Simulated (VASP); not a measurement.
Write the native input for VASP 6.6.1 that does the following.

```
Task                   : single point
Functional             : PBE
Potentials or basis    : VASP PAW PBE potentials, release 64 (Ti_sv, B)
Cutoff                 : 520 eV
k mesh                 : 12 × 12 × 8
Occupations            : gaussian, width 0.1 eV
Spin                   : no spin polarisation
Dipole correction      : no
Further INCAR settings : ALGO = Normal; EDIFF = 1e-06; NBANDS = 24
```

The structure of Ti2B3 lies in POSCAR:

```
Ti2B3
1.0
    3.2112877419      0.0000000000      0.0000000000
    0.0000000000      3.2112877419      0.0000000000
    0.0000000000      0.0000000000      4.8487821225
Ti B
2 3
Direct
    0.5000000000      0.0000000000      0.6875308216
    0.0000000000      0.5000000000      0.3124691784
    0.5000000000      0.5000000000      0.0000000000
    0.0000000000      0.5000000000      0.7994286427
    0.5000000000      0.0000000000      0.2005713573
```

The input as run:

INCAR

```
SYSTEM = Ti2B3
PREC = Accurate
ENCUT = 520
EDIFF = 1E-6
ISMEAR = 0
SIGMA = 0.1
LREAL = .False.
LASPH = .True.
NELM = 80
ALGO = Normal
ISIF = 2
LWAVE = .False.
LCHARG = .False.
GGA = PE
NBANDS = 24
```

KPOINTS

```
Automatic mesh
0
Gamma
  12 12 8
  0 0 0
```

Potentials or basis: VASP PAW PBE potentials, release 64 (Ti_sv, B).

The run is started by

```sh
$ cat potpaw_PBE.64/Ti_sv/POTCAR potpaw_PBE.64/B/POTCAR > POTCAR
$ mpirun -np 1 vasp_std > vasp.out
```

Results of the run:

```
Pressure               : 0.1 GPa
Largest force          : 0.020 eV/Å
Band gap on the k mesh : zero (an odd number of electrons rules out a gap without spin polarisation)
```

Wall time 56 s on 1 thread of Intel(R) Xeon(R) 6975P-C (Granite Rapids), with other jobs on the host, peak memory 0.26 GiB.
